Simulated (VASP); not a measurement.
# Ba5Sr11O16 (P1) in VASP: single point with PBEsol

Aim: the single point of Ba5Sr11O16 with PBEsol.

Program: VASP 6.6.1. These are calculated values, not measurements. Logs are shortened: lines on timing, memory, paths and dates and some standing lists are left out, and cuts for length are marked.

**1. The cell of the first run**

The typed cell holds 64 atoms: a = 10.442 Å, b = 10.442 Å, c = 10.442 Å, α = 90.00°, β = 90.00°, γ = 90.00°.

**2. Single point, PBEsol**

INCAR reads:

```
PREC = Accurate
ENCUT = 520
EDIFF = 1E-7
ISMEAR = -1
SIGMA = 0.05
LREAL = Auto
LASPH = True
NELM = 80
ALGO = Normal
ISIF = 2
LWAVE = False
LCHARG = False
GGA = PS
NBANDS = 294
```

KPOINTS reads:

```
Automatic mesh
0
Gamma
  1 1 1
  0.5 0.5 0.5
```

POSCAR reads:

```
Ba5Sr11O16
1.0
   10.4416065777      0.0000000000      0.0000000000
    0.0000000000     10.4416065777      0.0000000000
    0.0000000000      0.0000000000     10.4416065777
O Ba Sr
32 10 22
Direct
    0.2572230000      0.0000140000      0.9987850000
    0.2529060000      0.9950090000      0.5014850000
    0.2534010000      0.5000320000      0.9949670000
    0.2577190000      0.5073800000      0.5078800000
    0.7417440000      0.0084960000      0.0015380000
    0.7460130000      0.0059860000      0.4996000000
    0.7464680000      0.4917380000      0.0059070000
    0.7417470000      0.4910670000      0.4933300000
    0.0007680000      0.2581720000      0.0001060000
    0.9910820000      0.2419900000      0.5004310000
    0.0094030000      0.7451880000      0.9989140000
    0.0085860000      0.7558040000      0.5020100000
    0.4996550000      0.2505290000      0.9989220000
    0.5040080000      0.2485790000      0.5019340000
    0.4923420000      0.7490380000      0.9931210000
    0.4933440000      0.7515700000      0.5080550000
    0.9989420000      0.9935620000      0.2568680000
    0.0017750000      0.9928210000      0.7442800000
    0.9929560000      0.5085170000      0.2438150000
    0.0080800000      0.5099720000      0.7568380000
    0.5008620000      0.0051290000      0.2515330000
    0.4987840000      0.0000590000      0.7496230000
    0.5053770000      0.4928540000      0.2489510000
    0.4950900000      0.4999290000      0.7515390000
    0.2581330000      0.2417540000      0.2421840000
    0.2582150000      0.2471970000      0.7573350000
    0.2445500000      0.7576240000      0.2488440000
    0.2511600000      0.7532740000      0.7518570000
    0.7423970000      0.2470590000      0.2488780000
    0.7407420000      0.2427210000      0.7518800000
    0.7566230000      0.7534710000      0.2502310000
    0.7493380000      0.7587050000      0.7505300000
    0.0014610000      0.9992440000      0.0004340000
    0.9997910000      0.5031270000      0.5004100000
    0.2533000000      0.2477020000      0.5017200000
    0.7503250000      0.7503680000      0.0002950000
    0.7500730000      0.7526500000      0.5005700000
    0.2511280000      0.5014070000      0.2477250000
    0.7476390000      0.4985540000      0.7516580000
    0.9971290000      0.2489820000      0.2491480000
    0.9997450000      0.2489190000      0.7514690000
    0.4989520000      0.7510350000      0.2503280000
    0.0000820000      0.9971370000      0.5005810000
    0.0024130000      0.5023930000      0.0000690000
    0.4985700000      0.0030110000      0.9987650000
    0.4995520000      0.0011760000      0.5021060000
    0.4985240000      0.4968720000      0.9985900000
    0.4998650000      0.4981480000      0.5022890000
    0.2552660000      0.2496720000      0.9987750000
    0.2509540000      0.7506530000      0.9972910000
    0.2510650000      0.7531750000      0.5040040000
    0.7442570000      0.2497750000      0.0017690000
    0.7447050000      0.2465830000      0.4987550000
    0.2521170000      0.9988490000      0.2501430000
    0.2535960000      0.9976540000      0.7505980000
    0.2534810000      0.5038210000      0.7533810000
    0.7476610000      0.0030720000      0.2518570000
    0.7458130000      0.0016870000      0.7490810000
    0.7477660000      0.4960320000      0.2485320000
    0.0016740000      0.7522560000      0.2502600000
    0.0059030000      0.7522640000      0.7506090000
    0.5018150000      0.2480310000      0.2485070000
    0.4995990000      0.2479930000      0.7520370000
    0.4956980000      0.7520160000      0.7507070000
```

Potentials or basis: VASP PAW PBE potentials, release 64 (O, Ba_sv, Sr_sv).

On the command line:

```bash
cat potpaw_PBE.64/O/POTCAR potpaw_PBE.64/Ba_sv/POTCAR potpaw_PBE.64/Sr_sv/POTCAR > POTCAR
mpirun -np 1 vasp_std > vasp.out
```

OUTCAR:

```text
PREC = Accurate
   ENCUT = 520
   EDIFF = 1E-7
   ISMEAR = -1
   LREAL = Auto
   LASPH = True
   NELM = 80
   ISIF = 2
   GGA = PS

 ion  position               nearest neighbor table
   1  0.257  0.000  0.999-  45 2.52  55 2.59  50 2.60  49 2.61  54 2.63  33 2.67
   2  0.253  0.995  0.501-  51 2.53  46 2.58  55 2.60  54 2.62  35 2.64  43 2.64
   3  0.253  0.500  0.995-  56 2.52  47 2.56  49 2.61  50 2.62  44 2.62  38 2.64
   4  0.258  0.507  0.508-  48 2.53  56 2.56  51 2.57  34 2.69  35 2.71  38 2.72
   5  0.742  0.008  0.002-  52 2.52  45 2.54  57 2.62  58 2.64  36 2.70  33 2.71
   6  0.746  0.006  0.500-  53 2.51  46 2.57  57 2.59  58 2.61  37 2.65  43 2.65
[... 76 lines left out ...]
  58  0.746  0.002  0.749-  30 2.52  32 2.54  22 2.58   6 2.61   5 2.64  18 2.67  63 3.64  46 3.64
                            53 3.66  45 3.67  37 3.67  64 3.69  52 3.70  41 3.70  36 3.71  43 3.71
  59  0.748  0.496  0.249-  23 2.53   7 2.53   8 2.56  19 2.56  29 2.60  31 2.69  52 3.64  62 3.65
                            40 3.67  47 3.69  53 3.69  48 3.70  36 3.71  44 3.72  42 3.72  34 3.72
  60  0.002  0.752  0.250-  17 2.52  27 2.54  19 2.55  31 2.56  11 2.63  12 2.63  43 3.66  33 3.67
                            54 3.67  34 3.69  44 3.69  38 3.69  36 3.70  37 3.71  50 3.71  51 3.71
  61  0.006  0.752  0.751-  18 2.51  20 2.53  28 2.56  11 2.59  12 2.60  32 2.68  50 3.63  51 3.63
                            55 3.64  43 3.65  56 3.66  33 3.67  44 3.69  34 3.69  36 3.73  37 3.74
  62  0.502  0.248  0.249-  29 2.51  21 2.54  25 2.55  23 2.56  13 2.61  14 2.65  52 3.61  57 3.62
                            53 3.64  59 3.65  45 3.65  49 3.66  47 3.68  54 3.68  46 3.70  35 3.70
  63  0.500  0.248  0.752-  30 2.52  26 2.52  13 2.58  22 2.59  14 2.61  24 2.63  49 3.63  45 3.63
                            58 3.64  52 3.65  47 3.66  55 3.66  35 3.67  46 3.67  53 3.68  39 3.68
  64  0.496  0.752  0.751-  15 2.53  16 2.53  28 2.55  22 2.59  24 2.63  32 2.65  55 3.60  56 3.62
                            50 3.63  51 3.63  46 3.68  45 3.68  58 3.69  48 3.71  47 3.71  36 3.72

  LATTYP: Found a simple cubic cell.
 ALAT       =    10.4416065777

  Lattice vectors:

 A1 = (  10.4416065777,   0.0000000000,   0.0000000000)
 A2 = (   0.0000000000,  10.4416065777,   0.0000000000)
 A3 = (   0.0000000000,   0.0000000000,  10.4416065777)

Analysis of symmetry for initial positions (statically):
=====================================================================
 Subroutine PRICEL returns:
 Original cell was already a primitive cell.

 Routine SETGRP: Setting up the symmetry group for a
 simple cubic supercell.

 Subroutine GETGRP returns: Found  1 space group operations
 (whereof  1 operations were pure point group operations)
 out of a pool of 48 trial point group operations.

The static configuration has the point symmetry C_1 .

Analysis of symmetry for dynamics (positions and initial velocities):
=====================================================================
 Subroutine PRICEL returns:
 Original cell was already a primitive cell.

 Routine SETGRP: Setting up the symmetry group for a
 simple cubic supercell.

 Subroutine GETGRP returns: Found  1 space group operations
 (whereof  1 operations were pure point group operations)
 out of a pool of 48 trial point group operations.

The dynamic configuration has the point symmetry C_1 .

 Subroutine INISYM returns: Found  1 space group operations
 (whereof  1 operations are pure point group operations),
 and found     1 'primitive' translations

----------------------------------------------------------------------------------------

                                     Primitive cell

  volume of cell :    1138.4186

  direct lattice vectors                    reciprocal lattice vectors
    10.441606578  0.000000000  0.000000000     0.095770703  0.000000000  0.000000000
     0.000000000 10.441606578  0.000000000     0.000000000  0.095770703  0.000000000
     0.000000000  0.000000000 10.441606578     0.000000000  0.000000000  0.095770703

  length of vectors
[... 137 lines left out ...]
 KPOINTS: Automatic mesh

Automatic generation of k-mesh.
 Grid dimensions read from file:
 generate k-points for:    1    1    1

 Generating k-lattice:

  Cartesian coordinates                     Fractional coordinates (reciprocal lattice)
     0.095770703  0.000000000  0.000000000     1.000000000  0.000000000  0.000000000
     0.000000000  0.095770703  0.000000000     0.000000000  1.000000000  0.000000000
     0.000000000  0.000000000  0.095770703     0.000000000  0.000000000  1.000000000

  Length of vectors
     0.095770703  0.095770703  0.095770703

  Shift w.r.t. Gamma in fractional coordinates (k-lattice)
     0.500000000  0.500000000  0.500000000

 Subroutine IBZKPT returns following result:
 ===========================================

 Found      1 irreducible k-points:

 Following reciprocal coordinates:
            Coordinates               Weight
  0.500000  0.500000  0.500000      1.000000
   k-points           NKPTS =      1   k-points in BZ     NKDIM =      1   number of bands    NBANDS=    294
   number of dos      NEDOS =    301   number of ions     NIONS =     64
   total plane-waves  NPLWV = 512000
   dimension x,y,z NGX =    80 NGY =   80 NGZ =   80
   dimension x,y,z NGXF=   160 NGYF=  160 NGZF=  160
   ions per type =              32  10  22
   NGX,Y,Z   is equivalent  to a cutoff of  12.74, 12.74, 12.74 a.u.
   NGXF,Y,Z  is equivalent  to a cutoff of  25.47, 25.47, 25.47 a.u.
 SYSTEM =  unknown system
   PREC   = accura    normal or accurate (medium, high low for compatibility)
   ISTART =      0    job   : 0-new  1-cont  2-samecut
   ICHARG =      2    charge: 1-file 2-atom 10-const
   ISPIN  =      1    spin polarized calculation?
   LNONCOLLINEAR =      F non collinear calculations
   LSORBIT =      F    spin-orbit coupling
   LASPH  =      T    aspherical Exc in radial PAW
   ENCUT  =  520.0 eV  38.22 Ry    6.18 a.u.  19.41 19.41 19.41*2*pi/ulx,y,z
   NELM   =     80;   NELMIN=  2; NELMDL= -5     # of ELM steps
   EDIFF  = 0.1E-06   stopping-criterion for ELM
   LREAL  =      T    real-space projection
   EDIFFG = 0.1E-05   stopping-criterion for IOM
   NSW    =      0    number of steps for IOM
   IBRION =     -1    ionic relax: 0-MD 1-quasi-New 2-CG
   NFREE  =      0    steps in history (QN), initial steepest desc. (CG)
   ISIF   =      2    stress and relaxation
   ISYM   =      2    0-nonsym 1-usesym 2-fastsym
   POTIM  = 0.5000    time-step for ionic-motion
   TEBEG  =    0.0;   TEEND  =   0.0 temperature during run
   PSTRESS=    0.0 pullay stress
   NELECT =     512.0000    total number of electrons
   NUPDOWN=      -1.0000    fix difference up-down
   EMIN   =  10.00;   EMAX   =-10.00  energy-range for DOS
   EFERMI =   0.00;   METHOD = LEGACY
   ISMEAR =    -1;   SIGMA  =   0.05  broadening in eV -4-tet -1-fermi 0-gaus
   EFERMI_NEDOS =   21; number of points for ismear=-14 and -15
   IALGO  =     38    algorithm
   IMIX   =      4    mixing-type and parameters
     AMIX     =   0.40;   BMIX     =  1.00
     AMIX_MAG =   1.60;   BMIX_MAG =  1.00
  volume/ion in A,a.u.               =      17.79       120.04
  Fermi-wavevector in a.u.,A,eV,Ry     =   1.254289  2.370262 21.405230  1.573240
  Thomas-Fermi vector in A             =   2.388101
   LORBIT       =      0    0 simple, 1 ext, 2 COOP (PROOUT), +10 PAW based schemes
   GGA     = PS    functional components
   LHFCALC =     F    Hartree Fock is set to
   AEXX    =    0.0000 exact exchange contribution
   IVDW    =     0    specifies the selected vdW correction
   LEPSILON=     F    determine dielectric tensor
   LRPA    =     F    only Hartree local field effects (RPA)
 non-spin polarized calculation
  energy-cutoff  :      520.00
  volume of cell :     1138.42
 maximum number of plane-waves:     30688
 NGX is ok and might be reduce to    80
   NGX = 39   NGY = 39   NGZ = 39

 number of electron     512.0000021 magnetization

 Free energy of the ion-electron system (eV)
  ---------------------------------------------------
  ext. energy  EPLUGINS =         0.00000000
  ---------------------------------------------------
  free energy    TOTEN  =      -404.36015800 eV

  energy without entropy =     -404.36015800  energy(sigma->0) =     -404.36015800

 E-fermi :   2.5559     XC(G=0): -10.2744

 val. band max:        1.2720477909   @ k =   0.5000   0.5000   0.5000
 cond. band min:       5.4927107566   @ k =   0.5000   0.5000   0.5000
 fundamental gap:      4.2206629657
 Fermi energy:         2.5558593826

 k-point     1 :       0.5000    0.5000    0.5000
  band No.  band energies     occupation
      1     -30.7284      2.00000
      2     -30.7203      2.00000
      3     -30.7172      2.00000
      4     -30.6934      2.00000
      5     -30.6565      2.00000
      6     -30.6536      2.00000
[... 260 lines left out ...]
    267       6.0181      0.00000
    268       6.0353      0.00000
 [bands above 268 left out]

------------------------ aborting loop because EDIFF is reached ----------------------------------------

  FORCE on cell =-STRESS in cart. coord.  units (eV):
  Direction    XX          YY          ZZ          XY          YZ          ZX
  --------------------------------------------------------------------------------------
  -------------------------------------------------------------------------------------
  Total        7.8543561      7.6681732      9.0769411      0.0688980      0.2920397      0.2500087
  in kB       11.0539931     10.7919648     12.7746238      0.0969650      0.4110082      0.3518550
  external PRESSURE =      11.5401939 kB  Pullay stress =       0.0000000 kB

 VOLUME and BASIS-vectors are now :
 -----------------------------------------------------------------------------
  energy-cutoff  :      520.00
  volume of cell :     1138.42
      direct lattice vectors                 reciprocal lattice vectors
    10.441606578  0.000000000  0.000000000     0.095770703  0.000000000  0.000000000
     0.000000000 10.441606578  0.000000000     0.000000000  0.095770703  0.000000000
     0.000000000  0.000000000 10.441606578     0.000000000  0.000000000  0.095770703

 POSITION                                       TOTAL-FORCE (eV/Angst)
 -----------------------------------------------------------------------------------
      2.68582      0.00015     10.42892         0.067956      0.001582      0.003444
      2.64074     10.38949      5.23631        -0.007263     -0.079702     -0.003736
      2.64591      5.22114     10.38905        -0.005621     -0.001172     -0.077784
      2.69100      5.29786      5.30308         0.058709      0.061840      0.061618
      7.74500      0.08871      0.01606        -0.056567      0.059989     -0.000589
      7.78957      0.06250      5.21663         0.006343      0.071043      0.001110
[... 56 lines left out ...]
      5.21662      2.58945      7.85247         0.002037     -0.002083     -0.001260
      5.17588      7.85226      7.83859        -0.001587      0.001604     -0.005273
 -----------------------------------------------------------------------------------
    total drift:                                0.008833      0.016516      0.002131

  FREE ENERGIE OF THE ION-ELECTRON SYSTEM (eV)
  ---------------------------------------------------
  free  energy   TOTEN  =      -404.3601579998 eV

  energy  without entropy=     -404.3601579997  energy(sigma->0) =     -404.36015800
```

Run time: 20 min. Hardware: 1 thread of Intel Xeon Platinum 8259CL at 2.50GHz (Skylake/Cascade Lake), shared host; peak memory 1.1 GiB.

Results:

```yaml
Free_energy: -404.3602 eV
Pressure: 1.2 GPa
Largest_force: 0.112 eV/Å
Band_gap_on_the_k_mesh: 4.22 eV
```

Forces in eV/Å, atoms in the order of the input:
```
O    0.068  0.002  0.003
O   -0.007 -0.080 -0.004
O   -0.006 -0.001 -0.078
O    0.059  0.062  0.062
O   -0.057  0.060 -0.001
O    0.006  0.071  0.001
O    0.009 -0.059  0.072
O   -0.062 -0.051 -0.065
O    0.003  0.068  0.003
O   -0.048 -0.055 -0.005
O    0.057 -0.075  0.003
O    0.060  0.075 -0.005
O   -0.001  0.002 -0.002
O    0.088  0.004 -0.004
O   -0.058  0.002 -0.063
O   -0.061 -0.011  0.062
O    0.008 -0.065  0.065
O   -0.005 -0.060 -0.069
O   -0.066  0.059 -0.069
O    0.057  0.048  0.067
O   -0.005  0.078 -0.004
O   -0.006  0.000  0.002
O    0.073 -0.067  0.003
O   -0.084 -0.002  0.001
O    0.050 -0.055 -0.056
O    0.058  0.007  0.073
O   -0.076  0.062  0.007
O   -0.003 -0.006  0.002
O   -0.069  0.009  0.000
O   -0.053 -0.066 -0.002
O    0.065 -0.007  0.002
O    0.002  0.051  0.002
Ba  -0.017  0.014  0.000
Ba   0.000 -0.022 -0.004
Ba  -0.036  0.012 -0.012
Ba   0.008 -0.002  0.005
Ba   0.007 -0.019 -0.003
Ba  -0.011 -0.010  0.022
Ba   0.023  0.012 -0.013
Ba   0.008  0.011  0.011
Ba  -0.005  0.016 -0.009
Ba   0.014 -0.011  0.009
Sr  -0.004 -0.002  0.000
Sr   0.000  0.000  0.002
Sr   0.006  0.001 -0.003
Sr   0.005  0.002  0.003
Sr  -0.001 -0.001 -0.001
Sr   0.001 -0.002  0.003
Sr  -0.001 -0.001 -0.003
Sr   0.003  0.000 -0.004
Sr  -0.002  0.010  0.003
Sr  -0.004  0.000 -0.001
Sr  -0.002  0.003 -0.001
Sr  -0.002 -0.003  0.001
Sr   0.004 -0.004 -0.001
Sr   0.002  0.005 -0.002
Sr   0.000  0.000  0.007
Sr   0.000 -0.004 -0.007
Sr   0.000 -0.006  0.002
Sr  -0.003  0.003  0.001
Sr   0.002  0.001 -0.003
Sr   0.007 -0.004  0.001
Sr   0.002 -0.002 -0.001
Sr  -0.002  0.002 -0.005
```

Caveat: the k points lie up to 0.60 Å⁻¹ apart; the PAW data sets were made with another functional, which shifts forces and pressure a little; spin-orbit coupling is left out, which moves the levels of the heavy elements; a shifted mesh leaves out Γ, where band edges can lie. A k mesh can miss the band edges.
